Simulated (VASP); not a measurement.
# P in VASP: further runs

The runs below take P through single point, relaxation of cell and atoms, with PBE.

All numbers are computed with VASP 6.6.1; they aren't measurements. Logs are shortened: lines on timing, memory, paths and dates and some standing lists are left out, and cuts for length are marked.

### Step 1. The cell of the first run

The structure is cubic, space group Pm-3m (No. 221). Conventional cell: a = 2.445 Å, b = 2.445 Å, c = 2.445 Å, α = 90.00°, β = 90.00°, γ = 90.00°. Within 3.2 Å of P (site symmetry m-3m) lie 6 P at 2.44 Å.

The cell was generated, and may not be a known phase.

### Step 2. Single point, PBE

INCAR reads:

```
PREC = Accurate ; ENCUT = 520
EDIFF = 1E-7 ; ISMEAR = 0
SIGMA = 0.1 ; LREAL = F
LASPH = T ; NELM = 100
ALGO = Normal ; ISIF = 2
LWAVE = F ; LCHARG = T
GGA = PE ; LELF = T
LVHAR = T ; NBANDS = 8
```

KPOINTS reads:

```
regular mesh
0
Gamma
  22 22 22
```

POSCAR reads:

```
P
1.0
    2.4446578045      0.0000000000      0.0000000000
    0.0000000000      2.4446578045      0.0000000000
    0.0000000000      0.0000000000      2.4446578045
P
1
Direct
    0.0000000000      0.0000000000      0.0000000000
```

Potentials or basis: VASP PAW PBE potentials, release 64 (P).

The run is started by

```bash
$ cat potpaw_PBE.64/P/POTCAR > POTCAR
$ mpirun -np 1 vasp_std > vasp.out
```

OUTCAR:

```text
PREC = Accurate
   ENCUT = 520
   EDIFF = 1E-7
   ISMEAR = 0
   LREAL = F
   LASPH = T
   NELM = 100
   ISIF = 2
   GGA = PE

 ion  position               nearest neighbor table
   1  0.000  0.000  0.000-

  LATTYP: Found a simple cubic cell.
 ALAT       =     2.4446578045

  Lattice vectors:

 A1 = (   2.4446578045,   0.0000000000,   0.0000000000)
 A2 = (   0.0000000000,   2.4446578045,   0.0000000000)
 A3 = (   0.0000000000,   0.0000000000,   2.4446578045)

Analysis of symmetry for initial positions (statically):
=====================================================================
 Subroutine PRICEL returns:
 Original cell was already a primitive cell.

 Routine SETGRP: Setting up the symmetry group for a
 simple cubic supercell.

 Subroutine GETGRP returns: Found 48 space group operations
 (whereof 48 operations were pure point group operations)
 out of a pool of 48 trial point group operations.

The static configuration has the point symmetry O_h .

Analysis of symmetry for dynamics (positions and initial velocities):
=====================================================================
 Subroutine PRICEL returns:
 Original cell was already a primitive cell.

 Routine SETGRP: Setting up the symmetry group for a
 simple cubic supercell.

 Subroutine GETGRP returns: Found 48 space group operations
 (whereof 48 operations were pure point group operations)
 out of a pool of 48 trial point group operations.

The dynamic configuration has the point symmetry O_h .

 Subroutine INISYM returns: Found 48 space group operations
 (whereof 48 operations are pure point group operations),
 and found     1 'primitive' translations

----------------------------------------------------------------------------------------

                                     Primitive cell

  volume of cell :      14.6101

  direct lattice vectors                    reciprocal lattice vectors
     2.444657804  0.000000000  0.000000000     0.409055205  0.000000000  0.000000000
     0.000000000  2.444657804  0.000000000     0.000000000  0.409055205  0.000000000
     0.000000000  0.000000000  2.444657804     0.000000000  0.000000000  0.409055205

  length of vectors
     2.444657804  2.444657804  2.444657804     0.409055205  0.409055205  0.409055205

  position of ions in fractional coordinates (direct lattice)
     0.000000000  0.000000000  0.000000000

  ion indices of the primitive-cell ions
   primitive index   ion index
                 1           1

----------------------------------------------------------------------------------------

 KPOINTS: regular mesh

Automatic generation of k-mesh.
 Grid dimensions read from file:
 generate k-points for:   22   22   22

 Generating k-lattice:

  Cartesian coordinates                     Fractional coordinates (reciprocal lattice)
     0.018593418  0.000000000  0.000000000     0.045454545  0.000000000  0.000000000
     0.000000000  0.018593418  0.000000000     0.000000000  0.045454545  0.000000000
     0.000000000  0.000000000  0.018593418     0.000000000  0.000000000  0.045454545

  Length of vectors
     0.018593418  0.018593418  0.018593418

  Shift w.r.t. Gamma in fractional coordinates (k-lattice)
     0.000000000  0.000000000  0.000000000

 Subroutine IBZKPT returns following result:
 ===========================================

 Found    364 irreducible k-points:

 Following reciprocal coordinates:
            Coordinates               Weight
  0.000000  0.000000  0.000000      1.000000
  0.045455  0.000000  0.000000      6.000000
  0.090909  0.000000  0.000000      6.000000
  0.136364  0.000000  0.000000      6.000000
  0.181818  0.000000  0.000000      6.000000
  0.227273  0.000000  0.000000      6.000000
[... 16 lines left out ...]
  0.500000  0.045455  0.000000     12.000000
  0.090909  0.090909  0.000000     12.000000
 [... further k-points ...]
   k-points           NKPTS =    364   k-points in BZ     NKDIM =    364   number of bands    NBANDS=      8
   number of dos      NEDOS =    301   number of ions     NIONS =      1
   total plane-waves  NPLWV =   5832
   dimension x,y,z NGX =    18 NGY =   18 NGZ =   18
   dimension x,y,z NGXF=    36 NGYF=   36 NGZF=   36
   ions per type =               1
   NGX,Y,Z   is equivalent  to a cutoff of  12.24, 12.24, 12.24 a.u.
   NGXF,Y,Z  is equivalent  to a cutoff of  24.48, 24.48, 24.48 a.u.
 SYSTEM =  unknown system
   PREC   = accura    normal or accurate (medium, high low for compatibility)
   ISTART =      0    job   : 0-new  1-cont  2-samecut
   ICHARG =      2    charge: 1-file 2-atom 10-const
   ISPIN  =      1    spin polarized calculation?
   LNONCOLLINEAR =      F non collinear calculations
   LSORBIT =      F    spin-orbit coupling
   LASPH  =      T    aspherical Exc in radial PAW
   ENCUT  =  520.0 eV  38.22 Ry    6.18 a.u.   4.55  4.55  4.55*2*pi/ulx,y,z
   NELM   =    100;   NELMIN=  2; NELMDL= -5     # of ELM steps
   EDIFF  = 0.1E-06   stopping-criterion for ELM
   LREAL  =      F    real-space projection
   EDIFFG = 0.1E-05   stopping-criterion for IOM
   NSW    =      0    number of steps for IOM
   IBRION =     -1    ionic relax: 0-MD 1-quasi-New 2-CG
   NFREE  =      0    steps in history (QN), initial steepest desc. (CG)
   ISIF   =      2    stress and relaxation
   ISYM   =      2    0-nonsym 1-usesym 2-fastsym
   POTIM  = 0.5000    time-step for ionic-motion
   TEBEG  =    0.0;   TEEND  =   0.0 temperature during run
   PSTRESS=    0.0 pullay stress
   NELECT =       5.0000    total number of electrons
   NUPDOWN=      -1.0000    fix difference up-down
   EMIN   =  10.00;   EMAX   =-10.00  energy-range for DOS
   EFERMI =   0.00;   METHOD = LEGACY
   ISMEAR =     0;   SIGMA  =   0.10  broadening in eV -4-tet -1-fermi 0-gaus
   EFERMI_NEDOS =   21; number of points for ismear=-14 and -15
   IALGO  =     38    algorithm
   IMIX   =      4    mixing-type and parameters
     AMIX     =   0.40;   BMIX     =  1.00
     AMIX_MAG =   1.60;   BMIX_MAG =  1.00
  volume/ion in A,a.u.               =      14.61        98.59
  Fermi-wavevector in a.u.,A,eV,Ry     =   1.145109  2.163942 17.840968  1.311274
  Thomas-Fermi vector in A             =   2.281798
   LORBIT       =      0    0 simple, 1 ext, 2 COOP (PROOUT), +10 PAW based schemes
   GGA     = PE    functional components
   LHFCALC =     F    Hartree Fock is set to
   AEXX    =    0.0000 exact exchange contribution
   IVDW    =     0    specifies the selected vdW correction
   LEPSILON=     F    determine dielectric tensor
   LRPA    =     F    only Hartree local field effects (RPA)
 non-spin polarized calculation
 Gauss-broadening in eV      SIGMA  =   0.10
  energy-cutoff  :      520.00
  volume of cell :       14.61
 maximum number of plane-waves:       406
   NGX =  9   NGY =  9   NGZ =  9

 number of electron       4.9999999 magnetization

 Free energy of the ion-electron system (eV)
  ---------------------------------------------------
  ext. energy  EPLUGINS =         0.00000000
  ---------------------------------------------------
  free energy    TOTEN  =        -5.27564025 eV

  energy without entropy =       -5.27445733  energy(sigma->0) =       -5.27504879

 E-fermi :   9.5571     XC(G=0): -11.2641

 val. band max:        9.5325913198   @ k =   0.4545   0.2727   0.2727
 cond. band min:       9.6080903039   @ k =   0.3182   0.2273   0.1364
 fundamental gap:      0.0754989841
 Fermi energy:         9.5571426735

 k-point     1 :       0.0000    0.0000    0.0000
  band No.  band energies     occupation
      1      -6.8713      2.00000
      2      14.5941      0.00000
      3      14.5941      0.00000
      4      14.5941      0.00000
      5      16.4040      0.00000
      6      16.4040      0.00000
      7      23.8370      0.00000
      8      33.9740      0.00000

 k-point     2 :       0.0455    0.0000    0.0000
  band No.  band energies     occupation
      1      -6.8243      2.00000
      2      13.5810      0.00000
      3      14.6311      0.00000
      4      14.6311      0.00000
      5      16.4416      0.00000
      6      17.3612      0.00000
      7      23.9976      0.00000
      8      33.5981      0.00000

 k-point     3 :       0.0909    0.0000    0.0000
  band No.  band energies     occupation
      1      -6.6834      2.00000
      2      11.9987      0.00000
      3      14.7417      0.00000
      4      14.7417      0.00000
      5      16.5533      0.00000
      6      18.7507      0.00000
      7      24.4993      0.00000
      8      32.6503      0.00000

 k-point     4 :       0.1364    0.0000    0.0000
  band No.  band energies     occupation
      1      -6.4496      2.00000
      2      10.3777      0.00000
      3      14.9238      0.00000
      4      14.9238      0.00000
      5      16.7360      0.00000
      6      19.9922      0.00000
      7      25.3726      0.00000
      8      31.4261      0.00000

 k-point     5 :       0.1818    0.0000    0.0000
  band No.  band energies     occupation
      1      -6.1245      2.00000
      2       8.7895      2.00000
      3      15.1740      0.00000
      4      15.1740      0.00000
      5      16.9840      0.00000
      6      21.0140      0.00000
      7      26.5726      0.00000
      8      30.1127      0.00000

 k-point     6 :       0.2273    0.0000    0.0000
  band No.  band energies     occupation
      1      -5.7110      2.00000
      2       7.2609      2.00000
      3      15.4860      0.00000
      4      15.4860      0.00000
      5      17.2879      0.00000
      6      21.8713      0.00000
      7      27.9164      0.00000
      8      28.8083      0.00000

 k-point     7 :       0.2727    0.0000    0.0000
  band No.  band energies     occupation
      1      -5.2141      2.00000
      2       5.8087      2.00000
      3      15.8498      0.00000
      4      15.8498      0.00000
      5      17.6336      0.00000
      6      22.6517      0.00000
      7      27.5684      0.00000
      8      27.5684      0.00000

 k-point     8 :       0.3182    0.0000    0.0000
  band No.  band energies     occupation
      1      -4.6429      2.00000
      2       4.4491      2.00000
      3      16.2489      0.00000
      4      16.2489      0.00000
      5      18.0003      0.00000
      6      23.4180      0.00000
      7      26.4340      0.00000
      8      26.4340      0.00000

 k-point     9 :       0.3636    0.0000    0.0000
  band No.  band energies     occupation
      1      -4.0151      2.00000
      2       3.2045      2.00000
      3      16.6559      0.00000
      4      16.6559      0.00000
      5      18.3580      0.00000
      6      24.2022      0.00000
      7      25.4456      0.00000
      8      25.4456      0.00000

 k-point    10 :       0.4091    0.0000    0.0000
  band No.  band energies     occupation
      1      -3.3714      2.00000
      2       2.1184      2.00000
      3      17.0267      0.00000
      4      17.0267      0.00000
      5      18.6666      0.00000
      6      24.6553      0.00000
      7      24.6553      0.00000
      8      25.0106      0.00000
[... 78 lines left out ...]
 k-point    18 :       0.2727    0.0455    0.0000
  band No.  band energies     occupation
      1      -5.1673      2.00000
      2       5.8488      2.00000
      3      14.9522      0.00000
      4      15.8861      0.00000
      5      18.3563      0.00000
      6      22.8807      0.00000
      7      26.8916      0.00000
      8      27.6028      0.00000

 k-point    19 :       0.3182    0.0455    0.0000
  band No.  band energies     occupation
      1      -4.5960      2.00000
      2       4.4905      2.00000
      3      15.3588      0.00000
      4      16.2848      0.00000
      5      18.7296      0.00000
      6      23.5421      0.00000
      7      25.9153      0.00000
      8      26.4691      0.00000

 k-point    20 :       0.3636    0.0455    0.0000
  band No.  band energies     occupation
      1      -3.9682      2.00000
      2       3.2467      2.00000
      3      15.7726      0.00000
      4      16.6914      0.00000
      5      19.0976      0.00000
      6      23.9141      0.00000
      7      25.3368      0.00000
      8      25.4816      0.00000

 k-point    21 :       0.4091    0.0455    0.0000
  band No.  band energies     occupation
      1      -3.3245      2.00000
      2       2.1610      2.00000
      3      16.1484      0.00000
      4      17.0618      0.00000
      5      19.4208      0.00000
      6      23.5985      0.00000
      7      24.6919      0.00000
      8      25.6560      0.00000

 k-point    22 :       0.4545    0.0455    0.0000
  band No.  band energies     occupation
      1      -2.7667      2.00000
      2       1.3375      2.00000
      3      16.4218      0.00000
      4      17.3321      0.00000
      5      19.6495      0.00000
      6      23.1674      0.00000
      7      24.1686      0.00000
      8      26.3588      0.00000

 k-point    23 :       0.5000    0.0455    0.0000
  band No.  band energies     occupation
      1      -2.5210      2.00000
      2       1.0029      2.00000
      3      16.5237      0.00000
      4      17.4330      0.00000
      5      19.7335      0.00000
      6      22.9974      0.00000
      7      23.9830      0.00000
      8      26.8903      0.00000

 k-point    24 :       0.0909    0.0909    0.0000
  band No.  band energies     occupation
      1      -6.4955      2.00000
      2      11.7433      0.00000
      3      12.6725      0.00000
      4      14.8890      0.00000
      5      17.8874      0.00000
      6      19.9224      0.00000
      7      24.9820      0.00000
      8      31.2356      0.00000

 [... further k-points ...]

------------------------ aborting loop because EDIFF is reached ----------------------------------------

  FORCE on cell =-STRESS in cart. coord.  units (eV):
  Direction    XX          YY          ZZ          XY          YZ          ZX
  --------------------------------------------------------------------------------------
  -------------------------------------------------------------------------------------
  Total       -0.0274748     -0.0274748     -0.0274748      0.0000000     -0.0000000      0.0000000
  in kB       -3.0129473     -3.0129473     -3.0129473      0.0000000     -0.0000000      0.0000000
  external PRESSURE =      -3.0129473 kB  Pullay stress =       0.0000000 kB

 VOLUME and BASIS-vectors are now :
 -----------------------------------------------------------------------------
  energy-cutoff  :      520.00
  volume of cell :       14.61
      direct lattice vectors                 reciprocal lattice vectors
     2.444657804  0.000000000  0.000000000     0.409055205  0.000000000  0.000000000
     0.000000000  2.444657804  0.000000000     0.000000000  0.409055205  0.000000000
     0.000000000  0.000000000  2.444657804     0.000000000  0.000000000  0.409055205

 POSITION                                       TOTAL-FORCE (eV/Angst)
 -----------------------------------------------------------------------------------
      0.00000      0.00000      0.00000         0.000000      0.000000      0.000000
 -----------------------------------------------------------------------------------
    total drift:                               -0.000000      0.000000      0.000000

  FREE ENERGIE OF THE ION-ELECTRON SYSTEM (eV)
  ---------------------------------------------------
  free  energy   TOTEN  =        -5.2756402479 eV

  energy  without entropy=       -5.2744573316  energy(sigma->0) =       -5.27504879
```

Wall time 11 s (1 thread of Intel Xeon 6975P-C (Granite Rapids), shared host); peak memory 0.14 GiB.

Results:

| Property | Result |
| --- | --- |
| Free energy | -5.2756 eV |
| Pressure | -0.3 GPa |
| Band gap on the k mesh | zero (an odd number of electrons rules out a gap without spin polarisation) |

### Step 3. Single point, PBE

This run uses another cell than the first one: it holds 4 atoms, not 1.

INCAR reads:

```
SYSTEM = P
  PREC = Accurate
  ENCUT = 520
  EDIFF = 1E-6
  ISMEAR = 0
  SIGMA = 0.2
  LREAL = .FALSE.
  LASPH = .TRUE.
  NELM = 80
  ALGO = Normal
  ISIF = 2
  LWAVE = .FALSE.
  LCHARG = .FALSE.
  GGA = PE
  NBANDS = 18
```

KPOINTS reads:

```
regular mesh
0
G
  8 4 4
  0 0 0
```

POSCAR reads:

```
P
1.0
   -0.0000308908     -0.0002609236      2.4557850646
    4.8816132575     -0.0012526326     -0.0002365213
   -0.0006733685      4.9084360870     -0.0005458018
P
4
Direct
   -0.0000149444     -0.0097109886     -0.0012007642
    1.0000291827     -0.0097821777      0.5012720226
    0.9999943654      0.5097208541      0.9985690958
    0.9999913964      0.5097723121      0.5013596458
```

Potentials or basis: VASP PAW PBE potentials, release 64 (P).

The run is started by

```bash
$ cat potpaw_PBE.64/P/POTCAR > POTCAR
$ mpirun -np 1 vasp_std > vasp.out
```

Run time: 21 s. Hardware: 1 thread of Intel Xeon 6975P-C (Granite Rapids), shared host; peak memory 0.18 GiB.

The run converged. Its results:

| Property | Result |
| --- | --- |
| Free energy | -21.0115 eV |
| Pressure | -0.3 GPa |
| Largest force | 0.017 eV/Å |
| Band gap on the k mesh | zero (bands 10 and 11 overlap by 7.65 eV) |

Forces in eV/Å, atoms in the order of the input:
```
P   -0.015  0.006  0.000
P   -0.014 -0.007  0.000
P    0.015  0.008  0.000
P    0.014 -0.007  0.000
```

Levels at points of the mesh, in eV from the Fermi level:
| k point | band 7 | band 8 | band 9 | band 10 | band 11 | band 12 | band 13 | band 14 |
| --- | --- | --- | --- | --- | --- | --- | --- | --- |
| (0.00, 0.00, 0.00) | -5.28 | -5.17 | 1.04 | 4.80 | 4.82 | 5.12 | 6.73 | 6.78 |
| (0.50, 0.00, 0.00) | -5.29 | -5.17 | -2.26 | -2.15 | -2.14 | -1.81 | 1.00 | 1.04 |
| (0.00, 0.50, 0.00) | -3.41 | -2.60 | -0.02 | 0.95 | 5.61 | 5.64 | 5.87 | 6.19 |
| (0.50, 0.50, 0.00) | -4.40 | -4.38 | -3.83 | -3.82 | -0.03 | 0.94 | 2.11 | 2.62 |
| (0.00, 0.00, 0.50) | -3.20 | -3.09 | 0.39 | 0.52 | 5.81 | 5.89 | 5.95 | 6.02 |
| (0.50, 0.00, 0.50) | -4.19 | -4.11 | -4.06 | -3.98 | 0.24 | 0.37 | 2.32 | 2.39 |
| (0.00, 0.50, 0.50) | -2.15 | -2.04 | -1.47 | -1.37 | -0.75 | -0.66 | 6.61 | 6.69 |
| (0.50, 0.50, 0.50) | -5.91 | -5.83 | -0.01 | 0.10 | 0.80 | 0.91 | 2.79 | 2.92 |

[end of part 1 of 2]

The gap in the log of VASP goes by the Fermi energy; the results here count the filled bands.